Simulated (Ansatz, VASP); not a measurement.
One calculation of CdF2, two programs

The input INCAR:

```
  ALGO = Normal
  EDIFF = 1E-7
  ENCUT = 520
  GGA = PS
  ISIF = 2
  ISMEAR = 0
  LASPH = T
  LCHARG = F
  LREAL = F
  LWAVE = F
  NBANDS = 20
  NELM = 80
  PREC = Accurate
  SIGMA = 0.05
```

Contents of KPOINTS:

```
k-points
0
Gamma
  8 8 8
```

File POSCAR:

```
CdF2
1.0
    0.0000000000      2.7457396189      2.6913739745
    2.7457396189      0.0000000000      2.6913739745
    2.7457396189      2.7457396189      0.0000000000
Cd F
1 2
Direct
    0.0000000000      0.0000000000      0.0000000000
    0.2500000000      0.2500000000      0.2500000000
    0.7500000000      0.7500000000      0.7500000000
```

Input for Ansatz:

```yaml
crystal:
  lattice:
    - [0.0, 2.7457396189, 2.6913739745]
    - [2.7457396189, 0.0, 2.6913739745]
    - [2.7457396189, 2.7457396189, 0.0]
  atoms:
    - { symbol: Cd, position: [0.0, 0.0, 0.0] }
    - { symbol: F, position: [0.25, 0.25, 0.25] }
    - { symbol: F, position: [0.75, 0.75, 0.75] }
basis:
  ecutwfc: 520.0
kpoints:
  mp_grid: { grid: [8, 8, 8] }
hamiltonian:
  xc: pbesol
scf:
  occupations: { method: gaussian, width: 0.05 }
output:
  forces: true
  stress: true
  eigenvalues: true
```

Alike in both runs: task single point; functional PBEsol; k mesh 8 × 8 × 8; occupations gaussian, width 0.05 eV; no spin polarisation.

|  | VASP | Ansatz |
| --- | --- | --- |
| version | VASP 6.6.1 | Ansatz 0.2.0 |
| potentials or method | VASP PAW PBE potentials, release 64 (Cd, F), cutoff 520 eV | scalar-relativistic, plane waves, PAW |
| valence electrons in the cell | 26 | 34 |

Ansatz gave:

| Property | Result |
| --- | --- |
| gap on the k mesh at the Fermi level (eV) | 2.79 |
| least direct gap on the mesh (eV) | 3.32 |
| pressure (GPa) | -3.9 |
| traceless stress, the component that is largest in VASP (GPa) | 1.45 |

Which values does VASP return?

gap on the k mesh at the Fermi level (eV): 2.76; least direct gap on the mesh (eV): 3.29; pressure (GPa): -3.3; traceless stress, the component that is largest in VASP (GPa): 1.42.

VASP's potentials were made for PBE, not for PBEsol. The functional is the same, so the differences come from potentials, cutoffs and numerics. VASP's potentials hold 26 valence electrons a cell and Ansatz's 34, so a difference there can come from the potentials and not from the codes.
